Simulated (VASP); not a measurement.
Ta3WN2, 6 atoms in the cell. The structure is hexagonal, space group P6/mmm (No. 191). The conventional cell has a = 4.882 Å, b = 4.882 Å, c = 4.497 Å, α = 90.00°, β = 90.00°, γ = 120.00°. Within 3.0 Å of Ta (site symmetry -6m2) lie 2 N at 2.25 Å and 6 Ta at 2.82 Å. Within 3.0 Å of Ta (site symmetry 6/mmm) lie 2 W at 2.25 Å and 6 Ta at 2.82 Å. Within 3.0 Å of W (site symmetry 6/mmm) lie 2 Ta at 2.25 Å and 6 N at 2.82 Å. N (site symmetry -6m2) has 2 Ta at 2.25 Å and 3 N at 2.82 Å and 3 W at 2.82 Å within 3.0 Å. The cell was built from a structure type or drawn by symmetry, and may not be a known phase.

```yaml
Program: VASP 6.6.1
Task: single point
Functional: PBE
Potentials_or_basis: VASP PAW PBE potentials, release 64 (Ta_pv, W_sv, N)
Cutoff: 520 eV
k_mesh: 3 × 3 × 4
Occupations: gaussian, width 0.1 eV
Spin: no spin polarisation
Dipole_correction: no
Further_INCAR_settings: ALGO = Normal; EDIFF = 1e-06; NBANDS = 38
```

Potentials or basis: VASP PAW PBE potentials, release 64 (Ta_pv, W_sv, N).

Command:

```sh
$ cat potpaw_PBE.64/Ta_pv/POTCAR potpaw_PBE.64/W_sv/POTCAR potpaw_PBE.64/N/POTCAR > POTCAR
$ mpirun -np 1 vasp_std > vasp.out
```

Hardware: 1 thread of AMD EPYC 9R14 (Zen 4) (shared host).

Problem. Estimate the wall time of this run.

Solution. Wall time 28 s on 1 thread of AMD EPYC 9R14 (Zen 4), with other jobs on the host, peak memory 0.18 GiB. Counts: scf iterations 16, k points 9.
